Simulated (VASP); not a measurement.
# KBr (P-1) in VASP: single point with PBE

Aim: the single point of KBr with PBE.

All numbers are computed with VASP 6.6.1; they aren't measurements. Logs are shortened: lines on timing, memory, paths and dates and some standing lists are left out, and cuts for length are marked.

## 1. The cell of the first run

The typed cell holds 4 atoms: a = 4.744 Å, b = 4.745 Å, c = 6.707 Å, α = 90.00°, β = 89.99°, γ = 89.97°.

## 2. Single point, PBE

Contents of INCAR:

```
SYSTEM = KBr
ALGO = Normal
EDIFF = 1E-6
ENCUT = 520
GGA = PE
ISIF = 2
ISMEAR = 0
LASPH = .TRUE.
LCHARG = .FALSE.
LREAL = .FALSE.
LWAVE = .FALSE.
NBANDS = 24
NELM = 80
PREC = Accurate
SIGMA = 0.05
```

Contents of KPOINTS:

```
k-points
0
G
  6 6 4
  0 0 0
```

Contents of POSCAR:

```
KBr
1.0
    0.0004140371     -3.3533588647     -3.3551570417
   -0.0000197298      3.3544492593     -3.3562474363
    6.7066073069     -0.0004337669     -0.0003943073
K Br
2 2
Direct
    0.5000428007      0.4998304759      0.4999766225
   -0.0000428007      1.0001695241      0.0000233775
    0.4999388688      0.5002124836      0.0000057476
    0.0000611312     -0.0002124836      0.4999942524
```

Potentials or basis: VASP PAW PBE potentials, release 64 (K_sv, Br).

Started as:

```console
$ cat potpaw_PBE.64/K_sv/POTCAR potpaw_PBE.64/Br/POTCAR > POTCAR
$ mpirun -np 1 vasp_std > vasp.out
```

OUTCAR:

```text
SYSTEM = KBr
   EDIFF = 1E-6
   ENCUT = 520
   GGA = PE
   ISIF = 2
   ISMEAR = 0
   LASPH = .TRUE.
   LREAL = .FALSE.
   NELM = 80
   PREC = Accurate

 ion  position               nearest neighbor table
   1  0.500  0.500  0.500-
   2  1.000  0.000  0.000-
   3  0.500  0.500  0.000-
   4  0.000  1.000  0.500-

  LATTYP: Found a triclinic cell.
 ALAT       =     4.7436372776
 B/A-ratio  =     1.4140643211
 C/A-ratio  =     1.4138111622
 COS(alpha) =     0.0001293340
 COS(beta)  =     0.0001745890
 COS(gamma) =     0.7068022370

  Lattice vectors:

 A1 = (  -0.0004140371,   3.3533588647,   3.3551570417)
 A2 = (  -0.0004337669,   6.7078081240,  -0.0010903946)
 A3 = (  -6.7066073069,   0.0004337669,   0.0003943073)

Analysis of symmetry for initial positions (statically):
=====================================================================
 Subroutine PRICEL returns:
 Original cell was already a primitive cell.

 Routine SETGRP: Setting up the symmetry group for a
 triclinic supercell.

 Subroutine GETGRP returns: Found  2 space group operations
 (whereof  1 operations were pure point group operations)
 out of a pool of  2 trial point group operations.

The static configuration has the point symmetry C_1 .
 The point group associated with its full space group is S_2 .

Analysis of symmetry for dynamics (positions and initial velocities):
=====================================================================
 Subroutine PRICEL returns:
 Original cell was already a primitive cell.

 Routine SETGRP: Setting up the symmetry group for a
 triclinic supercell.

 Subroutine GETGRP returns: Found  2 space group operations
 (whereof  1 operations were pure point group operations)
 out of a pool of  2 trial point group operations.

The dynamic configuration has the point symmetry C_1 .
 The point group associated with its full space group is S_2 .

 Subroutine INISYM returns: Found  2 space group operations
 (whereof  1 operations are pure point group operations),
 and found     1 'primitive' translations

----------------------------------------------------------------------------------------

                                     Primitive cell

  volume of cell :     150.9617

  direct lattice vectors                    reciprocal lattice vectors
     0.000414037 -3.353358865 -3.355157042    -0.000018405 -0.149104221 -0.149024335
    -0.000019730  3.354449259 -3.356247436     0.000000882  0.149055778 -0.148975892
     6.706607307 -0.000433767 -0.000394307     0.149106689  0.000009644  0.000008762

  length of vectors
     4.743637278  4.745179310  6.706607333     0.210808732  0.210740223  0.149106689

  position of ions in fractional coordinates (direct lattice)
     0.500042801  0.499830476  0.499976623
     0.999957199  0.000169524  0.000023377
     0.499938869  0.500212484  0.000005748
     0.000061131  0.999787516  0.499994252

  ion indices of the primitive-cell ions
   primitive index   ion index
                 1           1
                 2           2
                 3           3
                 4           4

----------------------------------------------------------------------------------------

 KPOINTS: k-points

Automatic generation of k-mesh.
 Grid dimensions read from file:
 generate k-points for:    6    6    4

 Generating k-lattice:

  Cartesian coordinates                     Fractional coordinates (reciprocal lattice)
    -0.000003068 -0.024850703 -0.024837389     0.166666667  0.000000000  0.000000000
     0.000000147  0.024842630 -0.024829315     0.000000000  0.166666667  0.000000000
     0.037276672  0.000002411  0.000002190     0.000000000  0.000000000  0.250000000

  Length of vectors
     0.035134789  0.035123370  0.037276672

  Shift w.r.t. Gamma in fractional coordinates (k-lattice)
     0.000000000  0.000000000  0.000000000

 Subroutine IBZKPT returns following result:
 ===========================================

 Found     76 irreducible k-points:

 Following reciprocal coordinates:
            Coordinates               Weight
  0.000000  0.000000  0.000000      1.000000
  0.166667 -0.000000 -0.000000      2.000000
  0.333333 -0.000000  0.000000      2.000000
  0.500000  0.000000  0.000000      1.000000
  0.000000  0.166667 -0.000000      2.000000
  0.166667  0.166667 -0.000000      2.000000
[... 16 lines left out ...]
  0.333333  0.000000  0.250000      2.000000
  0.500000 -0.000000  0.250000      2.000000
 [... further k-points ...]
   k-points           NKPTS =     76   k-points in BZ     NKDIM =     76   number of bands    NBANDS=     24
   number of dos      NEDOS =    301   number of ions     NIONS =      4
   total plane-waves  NPLWV =  64800
   dimension x,y,z NGX =    36 NGY =   36 NGZ =   50
   dimension x,y,z NGXF=    72 NGYF=   72 NGZF=  100
   ions per type =               2   2
   NGX,Y,Z   is equivalent  to a cutoff of  12.62, 12.61, 12.39 a.u.
   NGXF,Y,Z  is equivalent  to a cutoff of  25.23, 25.22, 24.79 a.u.
 SYSTEM =  KBr
   PREC   = accura    normal or accurate (medium, high low for compatibility)
   ISTART =      0    job   : 0-new  1-cont  2-samecut
   ICHARG =      2    charge: 1-file 2-atom 10-const
   ISPIN  =      1    spin polarized calculation?
   LNONCOLLINEAR =      F non collinear calculations
   LSORBIT =      F    spin-orbit coupling
   LASPH  =      T    aspherical Exc in radial PAW
   ENCUT  =  520.0 eV  38.22 Ry    6.18 a.u.   8.82  8.82 12.47*2*pi/ulx,y,z
   NELM   =     80;   NELMIN=  2; NELMDL= -5     # of ELM steps
   EDIFF  = 0.1E-05   stopping-criterion for ELM
   LREAL  =      F    real-space projection
   EDIFFG = 0.1E-04   stopping-criterion for IOM
   NSW    =      0    number of steps for IOM
   IBRION =     -1    ionic relax: 0-MD 1-quasi-New 2-CG
   NFREE  =      0    steps in history (QN), initial steepest desc. (CG)
   ISIF   =      2    stress and relaxation
   ISYM   =      2    0-nonsym 1-usesym 2-fastsym
   POTIM  = 0.5000    time-step for ionic-motion
   TEBEG  =    0.0;   TEEND  =   0.0 temperature during run
   PSTRESS=    0.0 pullay stress
   NELECT =      32.0000    total number of electrons
   NUPDOWN=      -1.0000    fix difference up-down
   EMIN   =  10.00;   EMAX   =-10.00  energy-range for DOS
   EFERMI =   0.00;   METHOD = LEGACY
   ISMEAR =     0;   SIGMA  =   0.05  broadening in eV -4-tet -1-fermi 0-gaus
   EFERMI_NEDOS =   21; number of points for ismear=-14 and -15
   IALGO  =     38    algorithm
   IMIX   =      4    mixing-type and parameters
     AMIX     =   0.40;   BMIX     =  1.00
     AMIX_MAG =   1.60;   BMIX_MAG =  1.00
  volume/ion in A,a.u.               =      37.74       254.69
  Fermi-wavevector in a.u.,A,eV,Ry     =   0.976118  1.844596 12.963729  0.952807
  Thomas-Fermi vector in A             =   2.106712
   LORBIT       =      0    0 simple, 1 ext, 2 COOP (PROOUT), +10 PAW based schemes
   GGA     = PE    functional components
   LHFCALC =     F    Hartree Fock is set to
   AEXX    =    0.0000 exact exchange contribution
   IVDW    =     0    specifies the selected vdW correction
   LEPSILON=     F    determine dielectric tensor
   LRPA    =     F    only Hartree local field effects (RPA)
 non-spin polarized calculation
 Gauss-broadening in eV      SIGMA  =   0.05
  energy-cutoff  :      520.00
  volume of cell :      150.96
 maximum number of plane-waves:      4129
   NGX = 17   NGY = 17   NGZ = 25

 number of electron      31.9999994 magnetization

 Free energy of the ion-electron system (eV)
  ---------------------------------------------------
  ext. energy  EPLUGINS =         0.00000000
  ---------------------------------------------------
  free energy    TOTEN  =       -12.44730192 eV

  energy without entropy =      -12.44730192  energy(sigma->0) =      -12.44730192

 E-fermi :  -1.6858     XC(G=0):  -7.1770

 val. band max:       -1.9271235899   @ k =   0.0000   0.0000   0.0000
 cond. band min:       2.3786190771   @ k =   0.0000   0.0000   0.0000
 fundamental gap:      4.3057426670
 Fermi energy:        -1.6858359026

 k-point     1 :       0.0000    0.0000    0.0000
  band No.  band energies     occupation
      1     -29.8167      2.00000
      2     -29.8112      2.00000
      3     -14.1628      2.00000
      4     -14.0774      2.00000
      5     -13.3635      2.00000
      6     -13.3195      2.00000
[... 16 lines left out ...]
     23       6.4533      0.00000
     24       6.4561      0.00000

 k-point     2 :       0.1667   -0.0000   -0.0000
  band No.  band energies     occupation
      1     -29.8160      2.00000
      2     -29.8112      2.00000
      3     -14.1957      2.00000
      4     -14.1264      2.00000
      5     -13.3576      2.00000
      6     -13.3151      2.00000
[... 16 lines left out ...]
     23       6.6166      0.00000
     24       6.7844      0.00000

 k-point     3 :       0.3333   -0.0000    0.0000
  band No.  band energies     occupation
      1     -29.8142      2.00000
      2     -29.8115      2.00000
      3     -14.2503      2.00000
      4     -14.2140      2.00000
      5     -13.3422      2.00000
      6     -13.3055      2.00000
[... 16 lines left out ...]
     23       6.7245      0.00000
     24       6.9950      0.00000
[... 514 lines left out ...]
 k-point    23 :       0.3333    0.0000    0.2500
  band No.  band energies     occupation
      1     -29.8138      2.00000
      2     -29.8118      2.00000
      3     -14.2809      2.00000
      4     -14.2572      2.00000
      5     -13.3182      2.00000
      6     -13.3027      2.00000
[... 16 lines left out ...]
     23       6.8622      0.00000
     24       7.3796      0.00000

 k-point    24 :       0.5000   -0.0000    0.2500
  band No.  band energies     occupation
      1     -29.8125      2.00000
      2     -29.8124      2.00000
      3     -14.2985      2.00000
      4     -14.2984      2.00000
      5     -13.3063      2.00000
      6     -13.3063      2.00000
[... 16 lines left out ...]
     23       7.2139      0.00000
     24       7.2146      0.00000

 [... further k-points ...]

------------------------ aborting loop because EDIFF is reached ----------------------------------------

  FORCE on cell =-STRESS in cart. coord.  units (eV):
  Direction    XX          YY          ZZ          XY          YZ          ZX
  --------------------------------------------------------------------------------------
  -------------------------------------------------------------------------------------
  Total        0.0168216      0.0117714     -0.0009785      0.0006362      0.0015799      0.0005743
  in kB        0.1785297      0.1249314     -0.0103846      0.0067525      0.0167677      0.0060947
  external PRESSURE =       0.0976922 kB  Pullay stress =       0.0000000 kB

 VOLUME and BASIS-vectors are now :
 -----------------------------------------------------------------------------
  energy-cutoff  :      520.00
  volume of cell :      150.96
      direct lattice vectors                 reciprocal lattice vectors
     0.000414037 -3.353358865 -3.355157042    -0.000018405 -0.149104221 -0.149024335
    -0.000019730  3.354449259 -3.356247436     0.000000882  0.149055778 -0.148975892
     6.706607307 -0.000433767 -0.000394307     0.149106689  0.000009644  0.000008762

 POSITION                                       TOTAL-FORCE (eV/Angst)
 -----------------------------------------------------------------------------------
      3.35334     -0.00038     -3.35547         0.000273      0.000068     -0.000071
      0.00057     -3.35265     -3.35558        -0.000273     -0.000068      0.000071
      0.00024      0.00146     -3.35621        -0.000155     -0.000576      0.000291
      3.35325      3.35331     -3.35594         0.000155      0.000576     -0.000291
 -----------------------------------------------------------------------------------
    total drift:                               -0.000000     -0.000000      0.000000

  FREE ENERGIE OF THE ION-ELECTRON SYSTEM (eV)
  ---------------------------------------------------
  free  energy   TOTEN  =       -12.4473019158 eV

  energy  without entropy=      -12.4473019158  energy(sigma->0) =      -12.44730192
```

Wall time 5.8 min (1 thread of AMD EPYC 7R43 (Zen 3), shared host); peak memory 0.34 GiB.

Results:

```
Free energy            : -12.4473 eV
Pressure               : 0.0 GPa
Band gap on the k mesh : 4.31 eV
```
